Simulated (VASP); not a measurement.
The system is InGa3As4.

```
CELL_PARAMETERS angstrom
3.96745 0.00000 0.00000
0.00000 3.96745 0.00000
0.00000 0.00000 11.22165
ATOMIC_POSITIONS crystal
In 0.50000 0.50000 0.00000
Ga 0.00000 0.00000 0.75000
Ga 0.00000 0.00000 0.25000
Ga 0.50000 0.50000 0.50000
As 0.50000 0.00000 0.12500
As 0.00000 0.50000 0.37500
As 0.50000 0.00000 0.62500
As 0.00000 0.50000 0.87500
```

| Quantity | Value |
| --- | --- |
| Program | VASP 6.6.1 |
| Task | relaxation of cell and atoms |
| Functional | PBE |
| Potentials or basis | VASP PAW PBE potentials, release 64 (In_d, Ga_d, As) |
| Cutoff | 600 eV |
| k mesh | 4 × 4 × 2 |
| Occupations | gaussian, width 0.1 eV |
| Spin | no spin polarisation |

At the start: pressure 11.2 GPa; volume 22.08 Å³/atom.

Q: Where does the relaxation end?

A: Over 10 steps the energy falls by 135.1 meV/atom and the volume is 25.28 Å³/atom (+14.5 %); space group P-4m2 (No. 115, to 0.05 Å).

The path:
| step | energy change (eV) | largest force (eV/Å) | pressure (GPa) | volume (Å³) |
| --- | --- | --- | --- | --- |
| 1 | 0.0000 | 2.0470 | 11.15 | 176.64 |
| 2 | -0.8251 | 0.4127 | -3.50 | 218.90 |
| 3 | -0.9820 | 0.5709 | -0.38 | 204.74 |
| 4 | -0.9820 | 0.5500 | -0.50 | 205.33 |
| 5 | -1.0207 | 0.3399 | -0.29 | 204.15 |
| 6 | -1.0557 | 0.2652 | 0.32 | 201.49 |
| 7 | -1.0725 | 0.1926 | -0.08 | 202.81 |
| 8 | -1.0764 | 0.1483 | -0.34 | 203.87 |
| 9 | -1.0805 | 0.0312 | 0.19 | 201.85 |
| 10 | -1.0807 | 0.0284 | 0.05 | 202.21 |

Final structure:
```
In Ga As
1.0
     4.17130    0.00000    0.00000
     0.00000    4.17130    0.00000
     0.00000    0.00000   11.62125
In Ga As
1 3 4
Direct
  0.50000 0.50000 0.00000
  0.00000 0.00000 0.74068
  0.00000 0.00000 0.25932
  0.50000 0.50000 0.50000
  0.50000 0.00000 0.13992
  0.00000 0.50000 0.37949
  0.50000 0.00000 0.62051
  0.00000 0.50000 0.86008
```

Caveat: the k points lie up to 0.38 Å⁻¹ apart in the final cell.
